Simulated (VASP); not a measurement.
The system is Mg2C3.

```
CELL_PARAMETERS angstrom
3.60624 0.00000 0.00000
-1.80312 3.12310 0.00000
0.00000 0.00000 5.61072
ATOMIC_POSITIONS crystal
Mg 0.33333 0.66667 0.24500
Mg 0.66667 0.33333 0.75500
C 0.00000 0.00000 0.00000
C 0.33333 0.66667 0.64500
C 0.66667 0.33333 0.35500
```

```yaml
Program: VASP 6.6.1
Task: relaxation of cell and atoms
Functional: PBE
Potentials_or_basis: VASP PAW PBE potentials, release 64 (Mg, C)
Cutoff: 600 eV
k_mesh: 6 × 6 × 4
Occupations: gaussian, width 0.1 eV
Spin: no spin polarisation
```

At the start: pressure -4.0 GPa; volume 12.64 Å³/atom.

Question: Where does the relaxation end?

Answer: Over 28 steps the energy falls by 1189.0 meV/atom and the volume is 9.46 Å³/atom (-25.1 %); space group P-3m1 (No. 164, to 0.1 Å) before and after.

The path:
| step | energy change (eV) | largest force (eV/Å) | pressure (GPa) | volume (Å³) |
| --- | --- | --- | --- | --- |
| 1 | 0.0000 | 1.2435 | -3.97 | 63.19 |
| 2 | -0.3054 | 1.3497 | -2.02 | 60.34 |
| 3 | -0.5313 | 1.5196 | 5.72 | 54.37 |
| 4 | -0.6530 | 0.5757 | 4.63 | 54.11 |
| 5 | -0.6664 | 0.1149 | 4.35 | 53.97 |
| 6 | -0.7000 | 0.0827 | 1.94 | 55.13 |
| 7 | -0.7137 | 0.1913 | -1.14 | 56.83 |
| 8 | -0.7141 | 0.1697 | -0.74 | 56.60 |
| 9 | -0.7208 | 0.2498 | -0.61 | 56.52 |
| 10 | -0.7421 | 0.5088 | -0.17 | 56.29 |
| 11 | -0.8068 | 1.1437 | 0.79 | 55.77 |
| 12 | -1.0735 | 2.6131 | 2.30 | 54.53 |
| 13 | -2.0837 | 5.2811 | 4.69 | 51.37 |
| 14 | -4.0444 | 5.1751 | 26.41 | 42.85 |
| 15 | -3.9651 | 5.0137 | 30.16 | 42.25 |
| 16 | -4.1155 | 4.8085 | 28.36 | 42.49 |
| 17 | -4.5207 | 4.0547 | 23.25 | 43.20 |
| 18 | -5.1903 | 3.6334 | 14.27 | 44.65 |
| 19 | -5.8736 | 0.9619 | 0.00 | 47.63 |
| 20 | -5.9097 | 0.5832 | -2.97 | 48.43 |
| 21 | -5.9107 | 0.5193 | -3.46 | 48.57 |
| 22 | -5.9194 | 0.4645 | -2.93 | 48.37 |
| 23 | -5.9376 | 0.2884 | -1.23 | 47.79 |
| 24 | -5.9352 | 0.3489 | 2.59 | 46.63 |
| 25 | -5.9432 | 0.1711 | 0.39 | 47.27 |
| 26 | -5.9432 | 0.1781 | 0.48 | 47.24 |
| 27 | -5.9445 | 0.1045 | 0.31 | 47.27 |
| 28 | -5.9452 | 0.0107 | 0.10 | 47.30 |

Final structure:
```
Mg C
1.0
     2.76110    0.00000    0.00000
    -1.38055    2.39118    0.00000
     0.00000    0.00000    7.16435
Mg C
2 3
Cartesian
  0.0000 1.5941 1.4880
  1.3806 0.7971 5.6764
  0.0000 0.0000 0.0000
  0.0000 1.5941 3.8111
  1.3806 0.7971 3.3533
```

Caveat: the volume moved by over 15 % at a fixed basis, so the end points are rough.
